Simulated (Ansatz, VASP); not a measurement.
# One calculation of Te, two programs

```
Te
1.0
     4.29663    0.00000    0.00000
    -2.14832    3.72099    0.00000
     0.00000    0.00000    5.90411
Te
3
Direct
  0.28554 0.00000 0.33333
  0.00000 0.28554 0.66667
  0.71446 0.71446 0.00000
```

Alike in both runs: task single point; functional LDA; k mesh 8 × 8 × 5; occupations fermi-dirac, width 0.05 eV; no spin polarisation.

```csv
,VASP,Ansatz
version,VASP 6.6.1,Ansatz 0.2.0
potentials or method,"VASP PAW LDA potentials, release 64 (Te), cutoff 520 eV","plane waves (420 eV) with PAW, scalar-relativistic"
valence electrons in the cell,18,48
```

Ansatz gave:

| Item | Value |
| --- | --- |
| pressure (GPa) | -0.1 |
| traceless stress, the component that is largest in VASP (GPa) | 0.15 |

Task: What did VASP give for the same quantities?

Result: Pressure (GPa): 0.0; traceless stress, the component that is largest in VASP (GPa): 0.21.

Ansatz warns that its potentials were made for another functional, while VASP's fit it. LDA's correlation is that of Perdew and Zunger in VASP and of Perdew and Wang (1992) in Ansatz. VASP's potentials hold 18 valence electrons a cell and Ansatz's 48, so a difference there can come from the potentials and not from the codes.

Neither program's run includes spin-orbit coupling.
